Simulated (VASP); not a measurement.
Co: single point with PBE

The system is Co.

```
CELL_PARAMETERS angstrom
-4.09033 0.04010 4.11771
0.03493 2.09507 2.11384
-2.09294 2.08787 -0.02773
ATOMIC_POSITIONS crystal
Co 0.24300 0.11870 0.66998
Co 0.47251 0.61297 0.13950
Co 0.77562 0.09398 0.66609
Co 0.99752 0.65509 0.15471
```

```yaml
Program: VASP 6.6.1
Task: single point
Functional: PBE
Potentials_or_basis: VASP PAW PBE potentials, release 64 (Co)
Cutoff: 600 eV
k_mesh: 1 × 3 × 3
Occupations: fermi-dirac, width 0.15 eV
Spin: collinear spin, ferromagnetic start
Starting_moments: "[3.0, 3.0, 3.0, 3.0] μB"
Dipole_correction: no
Further_INCAR_settings: ALGO = Normal; EDIFF = 1e-06; NBANDS = 30
```

| Item | Value |
| --- | --- |
| Pressure | 100.7 GPa |
| Largest force | 2.865 eV/Å |
| Net moment | 3.09 μB per cell |
| Site moments | Co +0.66, +1.01, +0.84, +0.52 μB |
| Valence electrons inside the program's atomic spheres | Co 9.04, 8.80, 8.85, 9.07 |

Forces on the atoms (eV/Å):
```
Co   0.182 -0.237  1.097
Co  -2.406  0.147  1.547
Co   2.370  1.111 -1.017
Co  -0.146 -1.022 -1.628
```

Stress tensor (GPa, compression positive):
```
115.61   1.00  -8.71
  1.00  88.10  -3.07
 -8.71  -3.07  98.29
```

Levels at points of the mesh, in eV from the Fermi level:
Spin up:
```csv
k point,band 17,band 18,band 19,band 20,band 21,band 22,band 23,band 24
"(0.00, 0.00, 0.00)",-0.27,0.16,0.18,0.71,1.42,1.65,1.76,13.76
```
Spin down:
| k point | band 13 | band 14 | band 15 | band 16 | band 17 | band 18 | band 19 | band 20 |
| --- | --- | --- | --- | --- | --- | --- | --- | --- |
| (0.00, 0.00, 0.00) | -1.56 | -0.83 | -0.79 | -0.19 | 0.72 | 1.02 | 1.24 | 1.33 |

Run time: 56 s on 1 thread of AMD EPYC 7R43 64-Core Processor (Zen 3), on a shared host, peak memory 0.14 GiB.

Caveat: the k points lie up to 1.11 Å⁻¹ apart; forces of over 1 eV/Å act on the atoms, so gaps and moduli don't describe the material at rest.
